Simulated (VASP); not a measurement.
Input of a VASP 6.6.1 run:

INCAR

```
SYSTEM = KCl
PREC = Accurate
ENCUT = 520
EDIFF = 1E-6
ISMEAR = 0
SIGMA = 0.05
LREAL = .False.
LASPH = .True.
NELM = 100
ALGO = Normal
ISIF = 2
LWAVE = .False.
LCHARG = .True.
GGA = PE
LELF = .True.
LVHAR = .True.
NBANDS = 15
```

File KPOINTS:

```
regular mesh
0
Gamma
  10 10 10
  0 0 0
```

POSCAR

```
KCl
1.0
    3.8354233874      0.0000000000      0.0000000000
    0.0000000000      3.8354233874      0.0000000000
    0.0000000000      0.0000000000      3.8354233874
K Cl
1 1
Direct
    0.0000000000      0.0000000000      0.0000000000
    0.5000000000      0.5000000000      0.5000000000
```

Potentials or basis: VASP PAW PBE potentials, release 64 (K_sv, Cl).

Launch:

```sh
$ cat potpaw_PBE.64/K_sv/POTCAR potpaw_PBE.64/Cl/POTCAR > POTCAR
$ mpirun -np 1 vasp_std > vasp.out
```

Task: What does it give for the pressure?

Result: 0.0 GPa.

Task: Estimate the band gap on the k mesh.

Result: 4.81 eV (least direct gap 5.01 eV).

A k mesh can miss the band edges. PBE gaps usually lie below the measured ones, often by a third to a half.
